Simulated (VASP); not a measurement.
Here is a VASP 6.6.1 calculation.

The input INCAR:

```
PREC = Accurate ; ENCUT = 500
EDIFF = 1E-7 ; ISMEAR = -1
SIGMA = 0.05 ; LREAL = False
LASPH = True ; NELM = 120
ALGO = Normal ; ISIF = 3
LWAVE = False ; LCHARG = False
GGA = PE ; IBRION = 2
NSW = 60 ; EDIFFG = -0.01
PSTRESS = 50.0 ; GGA_COMPAT = False
NELMIN = 4
```

The input KPOINTS:

```
Automatic mesh
0
Gamma
  12 12 12
```

File POSCAR:

```
Ir
1.0
    0.0000000000      1.9156000000      1.9156000000
    1.9156000000      0.0000000000      1.9156000000
    1.9156000000      1.9156000000      0.0000000000
Ir
1
Direct
    0.0000000000      0.0000000000      0.0000000000
```

Potentials or basis: VASP PAW PBE potentials, release 64 (Ir).

Command:

```bash
$ cat potpaw_PBE.64/Ir/POTCAR > POTCAR
$ mpirun -np 1 vasp_std > vasp.out
```

Estimate the relaxed cell.

a = 2.725 Å, b = 2.725 Å, c = 2.725 Å, α = 60.00°, β = 60.00°, γ = 60.00°.

Predict the relaxed volume.

14.30 Å³/atom.

Predict the space group after relaxing (to 0.05 Å).

Fm-3m (No. 225).

The path:
```
step  energy change (eV)  largest force (eV/Å)  pressure (GPa)  volume (Å³)
   1              0.0000                0.0000           11.77        14.06
   2              0.0279                0.0000          -16.42        15.30
   3             -0.0129                0.0000            4.81        14.31
   4             -0.0127                0.0000            4.99        14.30
```

Caveat: the cell is relaxed towards a set pressure, so the enthalpy falls and the energy may rise. PBE usually gives volumes a little too large and moduli too small.
